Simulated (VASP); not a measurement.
Runs of VASP 6.6.1 on Si2NF2. The structure is that of space group P-3m1 (No. 164), or close to it. The cells are those of the table. 

```tsv
task	cell	k mesh	cutoff (eV)	gap on the mesh (eV)	pressure (GPa)	largest force (eV/Å)
single point	a = 3.202, b = 3.202, c = 7.809 Å, angles 90.0, 90.0, 120.0°, 5 atoms	6 × 6 × 2	520	none	0.0	(a)
relaxation of cell and atoms	relaxed from a = 3.198, b = 3.198, c = 7.807 Å, angles 90.0, 90.0, 120.0°, 5 atoms	6 × 6 × 2	600	none	0.0	0.03
single point	a = 3.210, b = 3.210, c = 7.868 Å, angles 90.0, 90.0, 120.0°, 5 atoms	12 × 12 × 6	520	none	-0.1	(b)
single point	a = 3.198, b = 3.198, c = 7.807 Å, angles 90.0, 90.0, 120.0°, 5 atoms	6 × 6 × 2	520	none	-8.7	2.18
```

Alike in all rows: level PBE; potentials or basis VASP PAW PBE potentials, release 64 (Si, N, F); no spin polarisation; smearing gaussian 0.1 eV.

Q: Fill in the values left out.

A: (a) 0.02; (b) 0.01.

Caveats: some runs use coarse meshes; an odd number of electrons without spin polarisation forces a metal; a magnetic or distorted state may lie lower; this functional lacks dispersion, which binds the layers, so the pressure and a relaxed spacing across them are unreliable (some runs).

A gap of «none» marks levels without a gap at the run's occupations.
